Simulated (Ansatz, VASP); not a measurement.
**Cu: VASP beside Ansatz**

Contents of INCAR:

```
SYSTEM = Cu
ALGO = Normal ; EDIFF = 1E-7
ENCUT = 520 ; GGA = PE
GGA_COMPAT = .FALSE. ; ISIF = 2
ISMEAR = -1 ; LASPH = .TRUE.
LCHARG = .FALSE. ; LMAXMIX = 4
LNONCOLLINEAR = .TRUE. ; LORBIT = 11
LORBMOM = .TRUE. ; LREAL = .FALSE.
LSORBIT = .TRUE. ; LWAVE = .FALSE.
MAGMOM = 0 0 0 0 0 0 ; NBANDS = 34
NELM = 150 ; PREC = Accurate
SIGMA = 0.03
```

File KPOINTS:

```
k-points
0
G
  17 17 9
  0 0 0
```

File POSCAR:

```
Cu
1.0
    2.5566345214      0.0000000000      0.0000000000
   -1.2783172607      2.2141104438      0.0000000000
    0.0000000000      0.0000000000      4.2279517710
Cu
2
Direct
    0.3333333333      0.6666666667      0.2500000000
    0.6666666667      0.3333333333      0.7500000000
```

Input for Ansatz:

```yaml
crystal:
  lattice:
    - [2.5566345214, 0.0, 0.0]
    - [-1.2783172607, 2.2141104438, 0.0]
    - [0.0, 0.0, 4.227951771]
  atoms:
    - { symbol: Cu, position: [0.3333333333, 0.6666666667, 0.25] }
    - { symbol: Cu, position: [0.6666666667, 0.3333333333, 0.75] }
kpoints:
  mp_grid: { grid: [17, 17, 9] }
  band_path:
    path:
      - [0.0, 0.0, 0.0]
      - [0.5, 0.0, 0.0]
      - [0.3333333333, 0.3333333333, 0.0]
      - [0.0, 0.0, 0.0]
      - [0.0, 0.0, 0.5]
      - [0.5, 0.0, 0.5]
      - [0.3333333333, 0.3333333333, 0.5]
      - [0.0, 0.0, 0.5]
      - [0.5, 0.0, 0.5]
    npoints: 5
scf:
  occupations: { method: fermi_dirac, width: 0.03 }
hamiltonian:
  xc: pbe
  pseudopotentials: { kind: all_electron, lapw: { basis_error: 0.00025 } }
output:
  forces: true
  stress: true
  eigenvalues: true
magnetization:
  noncollinear: true
  spin_orbit: true
```

Alike in both runs: task single point; functional PBE; k mesh 17 × 17 × 9; occupations fermi-dirac, width 0.03 eV; non-collinear spin, spin-orbit coupling.

|  | VASP | Ansatz |
| --- | --- | --- |
| version | VASP 6.6.1 | Ansatz 0.2.0 |
| potentials or method | VASP PAW PBE potentials, release 64 (Cu), cutoff 520 eV | all-electron LAPW |

```csv
,VASP,Ansatz,Ansatz less VASP
pressure (GPa),0.5,0.0,-0.59
net moment per atom (μB),0.00,0.00,0.000
```

Ansatz ran all-electron here, and VASP with PAW potentials.
